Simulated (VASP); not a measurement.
ScIr, 2 atoms in the cell. The structure is cubic, space group Pm-3m (No. 221). Conventional cell: a = 3.162 Å, b = 3.162 Å, c = 3.162 Å, α = 90.00°, β = 90.00°, γ = 90.00°. Within 3.6 Å of Sc (site symmetry m-3m) lie 8 Ir at 2.74 Å and 6 Sc at 3.16 Å. Ir (site symmetry m-3m) has 8 Sc at 2.74 Å and 6 Ir at 3.16 Å within 3.6 Å. 

```yaml
Program: VASP 6.6.1
Task: single point
Functional: LDA
Potentials_or_basis: VASP PAW LDA potentials, release 64 (Sc_sv, Ir)
Cutoff: 520 eV
k_mesh: 14 × 14 × 14
Occupations: fermi-dirac, width 0.08 eV
Spin: no spin polarisation
Dipole_correction: no
Further_INCAR_settings: ALGO = Normal; EDIFF = 1e-06; NBANDS = 17
```

Potentials or basis: VASP PAW LDA potentials, release 64 (Sc_sv, Ir).

Launch:

```console
$ cat potpaw_LDA.64/Sc_sv/POTCAR potpaw_LDA.64/Ir/POTCAR > POTCAR
$ mpirun -np 1 vasp_std > vasp.out
```

Hardware: 1 thread of Intel Xeon 8259CL, on a shared host.

Q: How long does it take, and how much memory?

A: It took 60 s on 1 thread of Intel Xeon 8259CL, on a shared host, peak memory 0.19 GiB. Counts: scf iterations 13, k points 120.
